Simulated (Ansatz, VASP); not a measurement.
## Two plane-wave programs on AlN

```xyz
4
Lattice="3.2759 0.0000 0.0000 -1.6379 2.8370 0.0000 0.0000 0.0000 4.1007" Properties=species:S:1:pos:R:3 pbc="T T T"
Al    0.0000    1.8913    3.1652
Al    1.6379    0.9457    1.1149
N     0.0000    1.8913    0.8524
N     1.6379    0.9457    2.9027
```

Change from the starting cell: mode 4 frozen in at -0.173 Å, equal normal strain along x, y and z +0.0000.

Alike in both runs: task single point; functional LDA; k mesh 9 × 9 × 6; occupations gaussian, width 0.05 eV; no spin polarisation.

```csv
,VASP,Ansatz
version,VASP 6.6.1,Ansatz 0.2.0
potentials or method,"VASP PAW LDA potentials, release 64 (Al, N), cutoff 520 eV","scalar-relativistic, plane waves, PAW"
valence electrons in the cell,16,16
```

Ansatz gave:

* gap on the k mesh at the Fermi level (eV): 3.90
* least direct gap on the mesh (eV): 3.90
* pressure (GPa): 8.0
* traceless stress, the component that is largest in VASP (GPa): 24.92
* rms of the force components (eV/Å): 1.047

Task: What did VASP give for the same quantities?

Result: gap on the k mesh at the Fermi level (eV): 3.91; least direct gap on the mesh (eV): 3.91; pressure (GPa): 8.7; traceless stress, the component that is largest in VASP (GPa): 25.28; rms of the force components (eV/Å): 1.080.

Ansatz warns that its potentials were made for another functional, while VASP's fit it. LDA's correlation is that of Perdew and Zunger in VASP and of Perdew and Wang (1992) in Ansatz. Atom by atom the forces differ by 0.033 eV/Å (rms over components).
